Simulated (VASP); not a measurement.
Here is a VASP 6.6.1 calculation.

File INCAR:

```
SYSTEM = CuAu3
PREC     = Accurate       ! precision mode
ENCUT    = 520            ! plane-wave cutoff, eV
EDIFF    = 1E-6           ! SCF threshold, eV
ISMEAR   = -1             ! smearing method
SIGMA    = 0.05           ! smearing width, eV
LREAL    = .False.        ! projectors in reciprocal space
LASPH    = .True.         ! aspherical terms in the spheres
NELM     = 100            ! most SCF steps
ALGO     = Normal         ! electronic algorithm
ISIF     = 2              ! what is computed and relaxed
LWAVE    = .False.        ! write WAVECAR
LCHARG   = .True.         ! write CHGCAR
LELF     = .True.         ! ELF
LVHAR    = .True.       
NBANDS   = 30             ! bands
```

File KPOINTS:

```
Automatic mesh
0
Gamma
  9 9 9
  0 0 0
```

The input POSCAR:

```
CuAu3
1.0
    4.0580590332      0.0000000000      0.0000000000
    0.0000000000      4.0580590332      0.0000000000
    0.0000000000      0.0000000000      4.0580590332
Cu Au
1 3
Direct
    0.0000000000      0.0000000000      0.0000000000
    0.0000000000      0.5000000000      0.5000000000
    0.5000000000      0.0000000000      0.5000000000
    0.5000000000      0.5000000000      0.0000000000
```

Potentials or basis: VASP PAW LDA potentials, release 64 (Cu, Au).

The run is started by

```console
$ cat potpaw_LDA.64/Cu/POTCAR potpaw_LDA.64/Au/POTCAR > POTCAR
$ mpirun -np 1 vasp_std > vasp.out
```

(1) Predict the pressure.

(2) Estimate the band gap on the k mesh.

Results:

(1) -13.1 GPa.

(2) zero (bands 22 and 23 overlap by 1.51 eV).

Caveat: the cell stands under tension; spin-orbit coupling is left out, which moves the levels of the heavy elements.
